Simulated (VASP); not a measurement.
# NbC (Fm-3m) in VASP: a series of runs, part 3 of 3

VASP 6.6.1. Earlier steps stand in the parts before.

### 4 Single point, PBE+D4

This run uses another cell than the first one, of 10.65 Å³/atom, 1.029 times its volume.

Input file INCAR:

```
PREC = Accurate ; ENCUT = 600
EDIFF = 1E-6 ; ISMEAR = 0
SIGMA = 0.05 ; LREAL = False
LASPH = True ; NELM = 120
ALGO = Normal ; ISIF = 2
LWAVE = False ; LCHARG = False
GGA = PE ; IVDW = 13
NBANDS = 16 ; GGA_COMPAT = False
```

Input file KPOINTS:

```
regular mesh
0
Gamma
  10 10 10
```

Input file POSCAR:

```
NbC
1.0
    0.0000000000      2.2000000000      2.2000000000
    2.2000000000      0.0000000000      2.2000000000
    2.2000000000      2.2000000000      0.0000000000
Nb C
1 1
Direct
    0.0000000000      0.0000000000      0.0000000000
    0.5000000000      0.5000000000      0.5000000000
```

Potentials or basis: VASP PAW PBE potentials, release 64 (Nb_sv, C).

Run with:

```bash
$ cat potpaw_PBE.64/Nb_sv/POTCAR potpaw_PBE.64/C/POTCAR > POTCAR
$ mpirun -np 1 vasp_std > vasp.out
```

OUTCAR:

```text
PREC = Accurate
   ENCUT = 600
   EDIFF = 1E-6
   ISMEAR = 0
   LREAL = False
   LASPH = True
   NELM = 120
   ISIF = 2
   GGA = PE
   IVDW = 13

 ion  position               nearest neighbor table
   1  0.000  0.000  0.000-   2 2.20   2 2.20   2 2.20   2 2.20   2 2.20   2 2.20
   2  0.500  0.500  0.500-   1 2.20   1 2.20   1 2.20   1 2.20   1 2.20   1 2.20

  LATTYP: Found a face centered cubic cell.
 ALAT       =     4.4000000000

  Lattice vectors:

 A1 = (   0.0000000000,   2.2000000000,   2.2000000000)
 A2 = (   2.2000000000,   0.0000000000,   2.2000000000)
 A3 = (   2.2000000000,   2.2000000000,   0.0000000000)

Analysis of symmetry for initial positions (statically):
=====================================================================
 Subroutine PRICEL returns:
 Original cell was already a primitive cell.

 Routine SETGRP: Setting up the symmetry group for a
 face centered cubic supercell.

 Subroutine GETGRP returns: Found 48 space group operations
 (whereof 48 operations were pure point group operations)
 out of a pool of 48 trial point group operations.

The static configuration has the point symmetry O_h .

Analysis of symmetry for dynamics (positions and initial velocities):
=====================================================================
 Subroutine PRICEL returns:
 Original cell was already a primitive cell.

 Routine SETGRP: Setting up the symmetry group for a
 face centered cubic supercell.

 Subroutine GETGRP returns: Found 48 space group operations
 (whereof 48 operations were pure point group operations)
 out of a pool of 48 trial point group operations.

The dynamic configuration has the point symmetry O_h .

 Subroutine INISYM returns: Found 48 space group operations
 (whereof 48 operations are pure point group operations),
 and found     1 'primitive' translations

----------------------------------------------------------------------------------------

                                     Primitive cell

  volume of cell :      21.2960

  direct lattice vectors                    reciprocal lattice vectors
     0.000000000  2.200000000  2.200000000    -0.227272727  0.227272727  0.227272727
     2.200000000  0.000000000  2.200000000     0.227272727 -0.227272727  0.227272727
     2.200000000  2.200000000  0.000000000     0.227272727  0.227272727 -0.227272727

  length of vectors
     3.111269837  3.111269837  3.111269837     0.393647911  0.393647911  0.393647911

  position of ions in fractional coordinates (direct lattice)
     0.000000000  0.000000000  0.000000000
     0.500000000  0.500000000  0.500000000

  ion indices of the primitive-cell ions
   primitive index   ion index
                 1           1
                 2           2

----------------------------------------------------------------------------------------

 KPOINTS: regular mesh

Automatic generation of k-mesh.
 Grid dimensions read from file:
 generate k-points for:   10   10   10

 Generating k-lattice:

  Cartesian coordinates                     Fractional coordinates (reciprocal lattice)
    -0.022727273  0.022727273  0.022727273     0.100000000  0.000000000  0.000000000
     0.022727273 -0.022727273  0.022727273     0.000000000  0.100000000  0.000000000
     0.022727273  0.022727273 -0.022727273     0.000000000  0.000000000  0.100000000

  Length of vectors
     0.039364791  0.039364791  0.039364791

  Shift w.r.t. Gamma in fractional coordinates (k-lattice)
     0.000000000  0.000000000  0.000000000

 Subroutine IBZKPT returns following result:
 ===========================================

 Found     47 irreducible k-points:

 Following reciprocal coordinates:
            Coordinates               Weight
  0.000000  0.000000  0.000000      1.000000
  0.100000  0.000000  0.000000      8.000000
  0.200000  0.000000  0.000000      8.000000
  0.300000  0.000000  0.000000      8.000000
  0.400000  0.000000  0.000000      8.000000
  0.500000  0.000000  0.000000      4.000000
[... 16 lines left out ...]
  0.300000  0.300000  0.000000      6.000000
  0.400000  0.300000  0.000000     24.000000
 [... further k-points ...]
   k-points           NKPTS =     47   k-points in BZ     NKDIM =     47   number of bands    NBANDS=     16
   number of dos      NEDOS =    301   number of ions     NIONS =      2
   total plane-waves  NPLWV =  21952
   dimension x,y,z NGX =    28 NGY =   28 NGZ =   28
   dimension x,y,z NGXF=    56 NGYF=   56 NGZF=   56
   ions per type =               1   1
   NGX,Y,Z   is equivalent  to a cutoff of  14.96, 14.96, 14.96 a.u.
   NGXF,Y,Z  is equivalent  to a cutoff of  29.92, 29.92, 29.92 a.u.
 SYSTEM =  unknown system
   PREC   = accura    normal or accurate (medium, high low for compatibility)
   ISTART =      0    job   : 0-new  1-cont  2-samecut
   ICHARG =      2    charge: 1-file 2-atom 10-const
   ISPIN  =      1    spin polarized calculation?
   LNONCOLLINEAR =      F non collinear calculations
   LSORBIT =      F    spin-orbit coupling
   LASPH  =      T    aspherical Exc in radial PAW
   ENCUT  =  600.0 eV  44.10 Ry    6.64 a.u.   6.21  6.21  6.21*2*pi/ulx,y,z
   NELM   =    120;   NELMIN=  2; NELMDL= -5     # of ELM steps
   EDIFF  = 0.1E-05   stopping-criterion for ELM
   LREAL  =      F    real-space projection
   EDIFFG = 0.1E-04   stopping-criterion for IOM
   NSW    =      0    number of steps for IOM
   IBRION =     -1    ionic relax: 0-MD 1-quasi-New 2-CG
   NFREE  =      0    steps in history (QN), initial steepest desc. (CG)
   ISIF   =      2    stress and relaxation
   ISYM   =      2    0-nonsym 1-usesym 2-fastsym
   POTIM  = 0.5000    time-step for ionic-motion
   TEBEG  =    0.0;   TEEND  =   0.0 temperature during run
   PSTRESS=    0.0 pullay stress
   NELECT =      17.0000    total number of electrons
   NUPDOWN=      -1.0000    fix difference up-down
   EMIN   =  10.00;   EMAX   =-10.00  energy-range for DOS
   EFERMI =   0.00;   METHOD = LEGACY
   ISMEAR =     0;   SIGMA  =   0.05  broadening in eV -4-tet -1-fermi 0-gaus
   EFERMI_NEDOS =   21; number of points for ismear=-14 and -15
   IALGO  =     38    algorithm
   IMIX   =      4    mixing-type and parameters
     AMIX     =   0.40;   BMIX     =  1.00
     AMIX_MAG =   1.60;   BMIX_MAG =  1.00
  volume/ion in A,a.u.               =      10.65        71.86
  Fermi-wavevector in a.u.,A,eV,Ry     =   1.518653  2.869837 31.379197  2.306306
  Thomas-Fermi vector in A             =   2.627744
   LORBIT       =      0    0 simple, 1 ext, 2 COOP (PROOUT), +10 PAW based schemes
   GGA     = PE    functional components
   LHFCALC =     F    Hartree Fock is set to
   AEXX    =    0.0000 exact exchange contribution
   IVDW    =    13    specifies the selected vdW correction
   LEPSILON=     F    determine dielectric tensor
   LRPA    =     F    only Hartree local field effects (RPA)
 non-spin polarized calculation
 Gauss-broadening in eV      SIGMA  =   0.05
  energy-cutoff  :      600.00
  volume of cell :       21.30
 maximum number of plane-waves:       728
 NGX is ok and might be reduce to    28
   NGX = 13   NGY = 13   NGZ = 13

 number of electron      17.0000000 magnetization

 Free energy of the ion-electron system (eV)
  ---------------------------------------------------
  ext. energy  EPLUGINS =         0.00000000
  ---------------------------------------------------
  free energy    TOTEN  =       -20.48833150 eV

  energy without entropy =      -20.48762832  energy(sigma->0) =      -20.48797991

 E-fermi :  13.1496     XC(G=0): -13.3387

 val. band max:       13.1088658754   @ k =  -0.4000   0.4000   0.1000
 cond. band min:      13.3860831700   @ k =  -0.2000   0.2000   0.0000
 fundamental gap:      0.2772172946
 Fermi energy:        13.1496484720

 k-point     1 :       0.0000    0.0000    0.0000
  band No.  band energies     occupation
      1     -42.4067      2.00000
      2     -18.0727      2.00000
      3     -18.0727      2.00000
      4     -18.0727      2.00000
      5      -0.4159      2.00000
      6      11.8873      2.00000
[... 8 lines left out ...]
     15      23.2777      0.00000
     16      36.3308      0.00000
[... 419 lines left out ...]
 k-point    24 :       0.4000    0.3000    0.0000
  band No.  band energies     occupation
      1     -42.2656      2.00000
      2     -18.7920      2.00000
      3     -18.3606      2.00000
      4     -18.3298      2.00000
      5       1.3428      2.00000
      6       7.9496      2.00000
[... 8 lines left out ...]
     15      26.5113      0.00000
     16      29.2193      0.00000

 [... further k-points ...]

------------------------ aborting loop because EDIFF is reached ----------------------------------------

  DFT-D4 for vdW energy calculation

  Edisp (eV):   -0.70586

  FORCE on cell =-STRESS in cart. coord.  units (eV):
  Direction    XX          YY          ZZ          XY          YZ          ZX
  --------------------------------------------------------------------------------------
  -------------------------------------------------------------------------------------
  Total       1.72741     1.72741     1.72741    -0.00000    -0.00000     0.00000
  in kB     129.95944   129.95944   129.95944    -0.00000    -0.00000     0.00000
  external pressure =      129.96 kB  Pullay stress =        0.00 kB

 VOLUME and BASIS-vectors are now :
 -----------------------------------------------------------------------------
  energy-cutoff  :      600.00
  volume of cell :       21.30
      direct lattice vectors                 reciprocal lattice vectors
     0.000000000  2.200000000  2.200000000    -0.227272727  0.227272727  0.227272727
     2.200000000  0.000000000  2.200000000     0.227272727 -0.227272727  0.227272727
     2.200000000  2.200000000  0.000000000     0.227272727  0.227272727 -0.227272727

 POSITION                                       TOTAL-FORCE (eV/Angst)
 -----------------------------------------------------------------------------------
      0.00000      0.00000      0.00000        -0.000000      0.000000      0.000000
      2.20000      2.20000      2.20000         0.000000     -0.000000     -0.000000
 -----------------------------------------------------------------------------------
    total drift:                               -0.000000      0.000000      0.000000

  FREE ENERGIE OF THE ION-ELECTRON SYSTEM (eV)
  ---------------------------------------------------
  free  energy   TOTEN  =       -21.1941910457 eV

  energy  without entropy=      -21.1934878602  energy(sigma->0) =      -21.19383945
```

OSZICAR:

```text
N       E                     dE             d eps       ncg     rms          rms(c)
DAV:   1     0.156016368120E+03    0.15602E+03   -0.96407E+03  1504   0.120E+03
DAV:   2    -0.170815467720E+02   -0.17310E+03   -0.16311E+03  1728   0.399E+02
DAV:   3    -0.238992405908E+02   -0.68177E+01   -0.66075E+01  2144   0.731E+01
DAV:   4    -0.242092787854E+02   -0.31004E+00   -0.30940E+00  2064   0.140E+01
DAV:   5    -0.242164081073E+02   -0.71293E-02   -0.71288E-02  2192   0.186E+00    0.137E+01
DAV:   6    -0.205570236366E+02    0.36594E+01   -0.75599E+00  2376   0.291E+01    0.368E+00
DAV:   7    -0.204923176552E+02    0.64706E-01   -0.49687E-01  1896   0.686E+00    0.259E+00
DAV:   8    -0.204958092254E+02   -0.34916E-02   -0.11810E-01  2480   0.349E+00    0.149E+00
DAV:   9    -0.204879610653E+02    0.78482E-02   -0.18021E-02  2064   0.133E+00    0.204E-01
DAV:  10    -0.204883520260E+02   -0.39096E-03   -0.92128E-04  1808   0.330E-01    0.764E-02
DAV:  11    -0.204883330451E+02    0.18981E-04   -0.39076E-05  2088   0.633E-02    0.209E-02
DAV:  12    -0.204883318176E+02    0.12275E-05   -0.29562E-06  1888   0.179E-02    0.765E-03
DAV:  13    -0.204883315039E+02    0.31373E-06   -0.28920E-07  1160   0.667E-03
   1 F= -.21194191E+02 E0= -.21193839E+02  d E =-.703185E-03
```

Run time: 14 s. Hardware: 1 thread of AMD EPYC 9R45 (Zen 5), shared host; peak memory 0.14 GiB.

Results:

```
Free energy                : -21.1942 eV
Pressure                   : 13.0 GPa
Dispersion energy per atom : -0.353 eV
```

Levels at points of the mesh, in eV from the Fermi level:
| k point | band 7 | band 8 | band 9 | band 10 | band 11 | band 12 |
| --- | --- | --- | --- | --- | --- | --- |
| (0.00, 0.00, 0.00) | -1.26 | -1.26 | -0.13 | -0.13 | -0.13 | 0.52 |
| (0.50, 0.00, 0.00) | -5.24 | -5.24 | 2.44 | 2.44 | 3.96 | 6.05 |
| (0.50, 0.50, 0.00) | -3.71 | -1.18 | -1.18 | 2.28 | 3.62 | 3.62 |

Caveat: pairwise dispersion overbinds metals, which lowers pressure and volume.

### 5 Summary

| level | cell | gap on the mesh (eV) | pressure (GPa) |
| --- | --- | --- | --- |
| PBEsol+D3(BJ) | a = 3.081 Å, angles 60.0°, 2 atoms | none | 14.4 |
| PBE | a = 3.111 Å, angles 60.0°, 2 atoms | none | 18.7 |
| PBE+D4 | a = 3.111 Å, angles 60.0°, 2 atoms | none | 13.0 |

Alike in all rows: task single point; potentials or basis VASP PAW PBE potentials, release 64 (Nb_sv, C); no spin polarisation; k mesh 10 × 10 × 10; cutoff (eV) 600; smearing gaussian 0.05 eV.

Caveats: pairwise dispersion overbinds metals, which lowers pressure and volume (some runs); the PAW data sets were made with another functional, which shifts forces and pressure a little (some runs).

Total energies depend on the potentials used, so only differences within one code and one set of settings carry meaning.
